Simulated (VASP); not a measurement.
# Se (R-3m) in VASP: a series of runs

Runs on Se. Level: PBE. Tasks: single point.

Program: VASP 6.6.1. These are calculated values, not measurements. Logs are shortened: lines on timing, memory, paths and dates and some standing lists are left out, and cuts for length are marked.

## Step 1: The cell of the first run

Symmetry: R-3m, No. 166, trigonal system. The conventional cell has a = 7.698 Å, b = 7.698 Å, c = 19.693 Å, α = 90.00°, β = 90.00°, γ = 120.00°. Within 3.5 Å of Se (site symmetry m) lie 6 Se at 2.62 to 2.83 Å. Se (site symmetry m) has 7 Se at 2.79 to 3.15 Å within 3.7 Å.

## Step 2: Single point, PBE

Input file INCAR:

```
PREC = Accurate
ENCUT = 520
EDIFF = 1E-6
ISMEAR = 0
SIGMA = 0.1
LREAL = False
LASPH = True
NELM = 60
ALGO = Normal
ISIF = 2
LWAVE = False
LCHARG = True
GGA = PE
LELF = True
LVHAR = True
NBANDS = 48
```

Input file KPOINTS:

```
regular mesh
0
Gamma
  3 3 3
```

Input file POSCAR:

```
Se
1.0
    3.8490754953      2.2222647734      6.5642216712
   -3.8490754953      2.2222647734      6.5642216712
    0.0000000000     -4.4445295466      6.5642216712
Se
12
Direct
    0.0101900000      0.6536100000      0.0101900000
    0.0101900000      0.0101900000      0.6536100000
    0.6536100000      0.0101900000      0.0101900000
    0.9898100000      0.3463900000      0.9898100000
    0.3463900000      0.9898100000      0.9898100000
    0.9898100000      0.9898100000      0.3463900000
    0.2211800000      0.6306000000      0.2211800000
    0.2211800000      0.2211800000      0.6306000000
    0.6306000000      0.2211800000      0.2211800000
    0.7788200000      0.3694000000      0.7788200000
    0.3694000000      0.7788200000      0.7788200000
    0.7788200000      0.7788200000      0.3694000000
```

Potentials or basis: VASP PAW PBE potentials, release 64 (Se).

Command:

```sh
$ cat potpaw_PBE.64/Se/POTCAR > POTCAR
$ mpirun -np 1 vasp_std > vasp.out
```

OUTCAR:

```text
PREC = Accurate
   ENCUT = 520
   EDIFF = 1E-6
   ISMEAR = 0
   LREAL = False
   LASPH = True
   NELM = 60
   ISIF = 2
   GGA = PE

 ion  position               nearest neighbor table
   1  0.010  0.654  0.010-   4 2.62   2 2.75   3 2.75
   2  0.010  0.010  0.654-   6 2.62   3 2.75   1 2.75
   3  0.654  0.010  0.010-   5 2.62   2 2.75   1 2.75
   4  0.990  0.346  0.990-   1 2.62   6 2.75   5 2.75
   5  0.346  0.990  0.990-   3 2.62   6 2.75   4 2.75
   6  0.990  0.990  0.346-   2 2.62   4 2.75   5 2.75
   7  0.221  0.631  0.221-
   8  0.221  0.221  0.631-
   9  0.631  0.221  0.221-
  10  0.779  0.369  0.779-
  11  0.369  0.779  0.779-
  12  0.779  0.779  0.369-

  LATTYP: Found a trigonal (rhomboedric) cell.
 ALAT       =     7.9273481720
 COS(alpha) =     0.5284942553

  Lattice vectors:

 A1 = (   3.8490754953,   2.2222647734,   6.5642216712)
 A2 = (  -3.8490754953,   2.2222647734,   6.5642216712)
 A3 = (   0.0000000000,  -4.4445295466,   6.5642216712)

Analysis of symmetry for initial positions (statically):
=====================================================================
 Subroutine PRICEL returns:
 Original cell was already a primitive cell.

 Routine SETGRP: Setting up the symmetry group for a
 trigonal (rhombohedral) supercell.

 Subroutine GETGRP returns: Found 12 space group operations
 (whereof 12 operations were pure point group operations)
 out of a pool of 12 trial point group operations.

The static configuration has the point symmetry D_3d.

Analysis of symmetry for dynamics (positions and initial velocities):
=====================================================================
 Subroutine PRICEL returns:
 Original cell was already a primitive cell.

 Routine SETGRP: Setting up the symmetry group for a
 trigonal (rhombohedral) supercell.

 Subroutine GETGRP returns: Found 12 space group operations
 (whereof 12 operations were pure point group operations)
 out of a pool of 12 trial point group operations.

The dynamic configuration has the point symmetry D_3d.

 Subroutine INISYM returns: Found 12 space group operations
 (whereof 12 operations are pure point group operations),
 and found     1 'primitive' translations

----------------------------------------------------------------------------------------

                                     Primitive cell

  volume of cell :     336.8889

  direct lattice vectors                    reciprocal lattice vectors
     3.849075495  2.222264773  6.564221671     0.129901323  0.074998564  0.050780329
    -3.849075495  2.222264773  6.564221671    -0.129901323  0.074998564  0.050780329
     0.000000000 -4.444529547  6.564221671     0.000000000 -0.149997128  0.050780329

  length of vectors
     7.927348172  7.927348172  7.927348172     0.158359654  0.158359654  0.158359654

  position of ions in fractional coordinates (direct lattice)
     0.010190000  0.653610000  0.010190000
     0.010190000  0.010190000  0.653610000
     0.653610000  0.010190000  0.010190000
     0.989810000  0.346390000  0.989810000
     0.346390000  0.989810000  0.989810000
     0.989810000  0.989810000  0.346390000
     0.221180000  0.630600000  0.221180000
     0.221180000  0.221180000  0.630600000
     0.630600000  0.221180000  0.221180000
     0.778820000  0.369400000  0.778820000
     0.369400000  0.778820000  0.778820000
     0.778820000  0.778820000  0.369400000

  ion indices of the primitive-cell ions
   primitive index   ion index
                 1           1
                 2           2
                 3           3
                 4           4
                 5           5
                 6           6
                 7           7
                 8           8
                 9           9
                10          10
                11          11
                12          12

----------------------------------------------------------------------------------------

 KPOINTS: regular mesh

Automatic generation of k-mesh.
 Grid dimensions read from file:
 generate k-points for:    3    3    3

 Generating k-lattice:

  Cartesian coordinates                     Fractional coordinates (reciprocal lattice)
     0.043300441  0.024999521  0.016926776     0.333333333 -0.000000000 -0.000000000
    -0.043300441  0.024999521  0.016926776    -0.000000000  0.333333333 -0.000000000
     0.000000000 -0.049999043  0.016926776     0.000000000  0.000000000  0.333333333

  Length of vectors
     0.052786551  0.052786551  0.052786551

  Shift w.r.t. Gamma in fractional coordinates (k-lattice)
     0.000000000  0.000000000  0.000000000

 Subroutine IBZKPT returns following result:
 ===========================================

 Found      6 irreducible k-points:

 Following reciprocal coordinates:
            Coordinates               Weight
  0.000000  0.000000  0.000000      1.000000
  0.333333  0.000000  0.000000      6.000000
  0.333333  0.333333  0.000000      6.000000
 -0.333333  0.333333  0.000000      6.000000
  0.333333  0.333333  0.333333      2.000000
 -0.333333  0.333333  0.333333      6.000000
   k-points           NKPTS =      6   k-points in BZ     NKDIM =      6   number of bands    NBANDS=     48
   number of dos      NEDOS =    301   number of ions     NIONS =     12
   total plane-waves  NPLWV = 216000
   dimension x,y,z NGX =    60 NGY =   60 NGZ =   60
   dimension x,y,z NGXF=   120 NGYF=  120 NGZF=  120
   ions per type =              12
   NGX,Y,Z   is equivalent  to a cutoff of  12.58, 12.58, 12.58 a.u.
   NGXF,Y,Z  is equivalent  to a cutoff of  25.17, 25.17, 25.17 a.u.
 SYSTEM =  unknown system
   PREC   = accura    normal or accurate (medium, high low for compatibility)
   ISTART =      0    job   : 0-new  1-cont  2-samecut
   ICHARG =      2    charge: 1-file 2-atom 10-const
   ISPIN  =      1    spin polarized calculation?
   LNONCOLLINEAR =      F non collinear calculations
   LSORBIT =      F    spin-orbit coupling
   LASPH  =      T    aspherical Exc in radial PAW
   ENCUT  =  520.0 eV  38.22 Ry    6.18 a.u.  14.74 14.74 14.74*2*pi/ulx,y,z
   NELM   =     60;   NELMIN=  2; NELMDL= -5     # of ELM steps
   EDIFF  = 0.1E-05   stopping-criterion for ELM
   LREAL  =      F    real-space projection
   EDIFFG = 0.1E-04   stopping-criterion for IOM
   NSW    =      0    number of steps for IOM
   IBRION =     -1    ionic relax: 0-MD 1-quasi-New 2-CG
   NFREE  =      0    steps in history (QN), initial steepest desc. (CG)
   ISIF   =      2    stress and relaxation
   ISYM   =      2    0-nonsym 1-usesym 2-fastsym
   POTIM  = 0.5000    time-step for ionic-motion
   TEBEG  =    0.0;   TEEND  =   0.0 temperature during run
   PSTRESS=    0.0 pullay stress
   NELECT =      72.0000    total number of electrons
   NUPDOWN=      -1.0000    fix difference up-down
   EMIN   =  10.00;   EMAX   =-10.00  energy-range for DOS
   EFERMI =   0.00;   METHOD = LEGACY
   ISMEAR =     0;   SIGMA  =   0.10  broadening in eV -4-tet -1-fermi 0-gaus
   EFERMI_NEDOS =   21; number of points for ismear=-14 and -15
   IALGO  =     38    algorithm
   IMIX   =      4    mixing-type and parameters
     AMIX     =   0.40;   BMIX     =  1.00
     AMIX_MAG =   1.60;   BMIX_MAG =  1.00
  volume/ion in A,a.u.               =      28.07       189.45
  Fermi-wavevector in a.u.,A,eV,Ry     =   0.978791  1.849647 13.034822  0.958032
  Thomas-Fermi vector in A             =   2.109594
   LORBIT       =      0    0 simple, 1 ext, 2 COOP (PROOUT), +10 PAW based schemes
   GGA     = PE    functional components
   LHFCALC =     F    Hartree Fock is set to
   AEXX    =    0.0000 exact exchange contribution
   IVDW    =     0    specifies the selected vdW correction
   LEPSILON=     F    determine dielectric tensor
   LRPA    =     F    only Hartree local field effects (RPA)
 non-spin polarized calculation
 Gauss-broadening in eV      SIGMA  =   0.10
  energy-cutoff  :      520.00
  volume of cell :      336.89
 maximum number of plane-waves:      9132
   NGX = 29   NGY = 29   NGZ = 29

 number of electron      72.0000000 magnetization

 Free energy of the ion-electron system (eV)
  ---------------------------------------------------
  ext. energy  EPLUGINS =         0.00000000
  ---------------------------------------------------
  free energy    TOTEN  =       -32.91505260 eV

  energy without entropy =      -32.85401078  energy(sigma->0) =      -32.88453169

 E-fermi :   2.6820     XC(G=0):  -8.5949

 val. band max:        2.6740035522   @ k =   0.3333   0.3333   0.0000
 cond. band min:       2.7586948473   @ k =  -0.3333   0.3333   0.3333
 fundamental gap:      0.0846912951
 Fermi energy:         2.6819561087

 k-point     1 :       0.0000    0.0000    0.0000
  band No.  band energies     occupation
      1     -13.3702      2.00000
      2     -11.6057      2.00000
      3     -11.4051      2.00000
      4     -11.4051      2.00000
      5     -10.9207      2.00000
      6     -10.9207      2.00000
[... 40 lines left out ...]
     47       5.6179      0.00000
     48       6.0692      0.00000

 k-point     2 :       0.3333    0.0000    0.0000
  band No.  band energies     occupation
      1     -13.1950      2.00000
      2     -12.1014      2.00000
      3     -11.6949      2.00000
      4     -11.4519      2.00000
      5     -10.9215      2.00000
      6     -10.6853      2.00000
[... 40 lines left out ...]
     47       5.2985      0.00000
     48       5.5041      0.00000

 k-point     3 :       0.3333    0.3333    0.0000
  band No.  band energies     occupation
      1     -13.1068      2.00000
      2     -12.1943      2.00000
      3     -11.7666      2.00000
      4     -11.7529      2.00000
      5     -10.8098      2.00000
      6     -10.2821      2.00000
[... 40 lines left out ...]
     47       5.0765      0.00000
     48       5.3310      0.00000

 k-point     4 :      -0.3333    0.3333    0.0000
  band No.  band energies     occupation
      1     -13.0136      2.00000
      2     -12.2806      2.00000
      3     -11.9317      2.00000
      4     -11.7141      2.00000
      5     -10.7672      2.00000
      6     -10.3083      2.00000
[... 40 lines left out ...]
     47       4.8744      0.00000
     48       5.1979      0.00000

 k-point     5 :       0.3333    0.3333    0.3333
  band No.  band energies     occupation
      1     -13.1317      2.00000
      2     -12.3216      2.00000
      3     -11.7263      2.00000
      4     -11.7263      2.00000
      5     -10.3188      2.00000
      6     -10.1689      2.00000
[... 40 lines left out ...]
     47       5.0436      0.00000
     48       5.7004      0.00000

 k-point     6 :      -0.3333    0.3333    0.3333
  band No.  band energies     occupation
      1     -12.9524      2.00000
      2     -12.4112      2.00000
      3     -11.9964      2.00000
      4     -11.7601      2.00000
      5     -10.3692      2.00000
      6     -10.1930      2.00000
[... 40 lines left out ...]
     47       4.9370      0.00000
     48       5.0610      0.00000

------------------------ aborting loop because EDIFF is reached ----------------------------------------

  FORCE on cell =-STRESS in cart. coord.  units (eV):
  Direction    XX          YY          ZZ          XY          YZ          ZX
  --------------------------------------------------------------------------------------
  -------------------------------------------------------------------------------------
  Total        6.4176741      6.4176741      8.2252019      0.0000000      0.0000000      0.0000000
  in kB       30.5211943     30.5211943     39.1174404      0.0000000      0.0000000      0.0000000
  external PRESSURE =      33.3866097 kB  Pullay stress =       0.0000000 kB

 VOLUME and BASIS-vectors are now :
 -----------------------------------------------------------------------------
  energy-cutoff  :      520.00
  volume of cell :      336.89
      direct lattice vectors                 reciprocal lattice vectors
     3.849075495  2.222264773  6.564221671     0.129901323  0.074998564  0.050780329
    -3.849075495  2.222264773  6.564221671    -0.129901323  0.074998564  0.050780329
     0.000000000 -4.444529547  6.564221671     0.000000000 -0.149997128  0.050780329

 POSITION                                       TOTAL-FORCE (eV/Angst)
 -----------------------------------------------------------------------------------
     -2.47657      1.42985      4.42422         1.293587     -0.746853     -1.588356
      0.00000     -2.85970      4.42422         0.000000      1.493706     -1.588356
      2.47657      1.42985      4.42422        -1.293587     -0.746853     -1.588356
      2.47657     -1.42985     15.26845        -1.293587      0.746853      1.588356
     -2.47657     -1.42985     15.26845         1.293587      0.746853      1.588356
      0.00000      2.85970     15.26845         0.000000     -1.493706      1.588356
     -1.57589      0.90984      7.04315         1.121706     -0.647618      0.165705
      0.00000     -1.81968      7.04315         0.000000      1.295235      0.165705
      1.57589      0.90984      7.04315        -1.121706     -0.647618      0.165705
      1.57589     -0.90984     12.64952        -1.121706      0.647618     -0.165705
     -1.57589     -0.90984     12.64952         1.121706      0.647618     -0.165705
      0.00000      1.81968     12.64952         0.000000     -1.295235     -0.165705
 -----------------------------------------------------------------------------------
    total drift:                               -0.000000      0.000000     -0.000000

  FREE ENERGIE OF THE ION-ELECTRON SYSTEM (eV)
  ---------------------------------------------------
  free  energy   TOTEN  =       -32.9150526048 eV

  energy  without entropy=      -32.8540107805  energy(sigma->0) =      -32.88453169
```

It took 2.7 min on 1 thread of Intel Xeon Platinum 8259CL at 2.50GHz (Skylake/Cascade Lake), shared host; peak memory 0.5 GiB.

Results:

| Property | Result |
| --- | --- |
| Free energy | -32.9151 eV |
| Pressure | 3.3 GPa |
| Largest force | 2.180 eV/Å |
| Band gap on the k mesh | zero (bands 36 and 37 overlap by 0.41 eV) |

Forces on the atoms (eV/Å):
```
Se   1.294 -0.747 -1.588
Se   0.000  1.494 -1.588
Se  -1.294 -0.747 -1.588
Se  -1.294  0.747  1.588
Se   1.294  0.747  1.588
Se   0.000 -1.494  1.588
Se   1.122 -0.648  0.166
Se   0.000  1.295  0.166
Se  -1.122 -0.648  0.166
Se  -1.122  0.648 -0.166
Se   1.122  0.648 -0.166
Se   0.000 -1.295 -0.166
```

Levels at points of the mesh, in eV from the Fermi level:
| k point | band 33 | band 34 | band 35 | band 36 | band 37 | band 38 | band 39 | band 40 |
| --- | --- | --- | --- | --- | --- | --- | --- | --- |
| (0.00, 0.00, 0.00) | -0.73 | -0.44 | -0.44 | -0.26 | -0.23 | 0.08 | 0.08 | 0.11 |

Caveat: the cell stands under pressure; forces of over 1 eV/Å act on the atoms, so gaps and moduli don't describe the material at rest.

(Continued in part 2 of 2.)
